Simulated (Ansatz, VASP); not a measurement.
Two plane-wave programs on TiTe2

```
Ti Te
1.0
     3.69956    0.00000    0.00000
    -1.84978    3.20391    0.00000
     0.00000    0.00000    6.43310
Ti Te
1 2
Direct
  0.00000 0.00000 0.00000
  0.66667 0.33333 0.26743
  0.33333 0.66667 0.73257
```

Alike in both runs: functional PBEsol; k mesh 10 × 10 × 5; occupations fermi-dirac, width 0.1 eV; no spin polarisation.

Ansatz relaxed the structure, and its values are those at the end. VASP's run is a single point on that final structure, the one shown.

```csv
,VASP,Ansatz
version,VASP 6.6.1,Ansatz 0.2.0
potentials or method,"VASP PAW PBE potentials, release 64 (Ti_sv, Te), cutoff 520 eV",PAW plane waves
valence electrons in the cell,24,44
```

|  | VASP | Ansatz | Ansatz less VASP |
| --- | --- | --- | --- |
| gap on the k mesh at the Fermi level (eV) | none | none | - |
| pressure (GPa) | 0.1 | 0.0 | -0.06 |
| rms of the force components (eV/Å) | 0.010 | 0.000 | -0.0097 |

VASP's potentials were made for PBE, not for PBEsol, and Ansatz warns of the same on its side. A gap of «none» marks a metal or a gap that the smearing closes. VASP's potentials hold 24 valence electrons a cell and Ansatz's 44, so a difference there can come from the potentials and not from the codes.

Spin-orbit coupling is off throughout.
